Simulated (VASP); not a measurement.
Wanted: the native input for a VASP 6.6.1 run.

- Task: single point
- Functional: PBEsol
- Potentials or basis: VASP PAW PBE potentials, release 64 (Ti_sv, Al)
- Cutoff: 520 eV
- k mesh: 9 × 9 × 3
- Occupations: fermi-dirac, width 0.05 eV
- Spin: no spin polarisation
- Dipole correction: no
- Further INCAR settings: ALGO = Normal; EDIFF = 1e-07; NBANDS = 28

The structure of Ti3Al lies in POSCAR:

```
Ti3Al
1.0
    2.9275422229      0.0000000000      0.0000000000
   -1.4637711114      2.5353259357      0.0000000000
    0.0000000000      0.0000000000      8.8573075200
Ti Al
3 1
Direct
    0.3333333333      0.6666666667      0.2494060000
    0.3333333333      0.6666666667      0.7505940000
    0.6666666667      0.3333333333      0.0000000000
    0.6666666667      0.3333333333      0.5000000000
```

One way to write it, as run:

INCAR

```
  PREC = Accurate
  ENCUT = 520
  EDIFF = 1E-7
  ISMEAR = -1
  SIGMA = 0.05
  LREAL = False
  LASPH = True
  NELM = 100
  ALGO = Normal
  ISIF = 2
  LWAVE = False
  LCHARG = True
  GGA = PS
  LELF = True
  LVHAR = True
  NBANDS = 28
```

KPOINTS

```
Automatic mesh
0
Gamma
  9 9 3
```

Potentials or basis: VASP PAW PBE potentials, release 64 (Ti_sv, Al).

The run is started by

```sh
$ cat potpaw_PBE.64/Ti_sv/POTCAR potpaw_PBE.64/Al/POTCAR > POTCAR
$ mpirun -np 1 vasp_std > vasp.out
```

Results of the run:

```
Pressure      : 1.4 GPa
Largest force : 0.139 eV/Å
```

Caveat: the PAW data sets were made with another functional, which shifts forces and pressure a little.

It took 46 s on 1 thread of Intel(R) Xeon(R) Platinum 8488C (Sapphire Rapids), with other jobs on the host, peak memory 0.2 GiB.
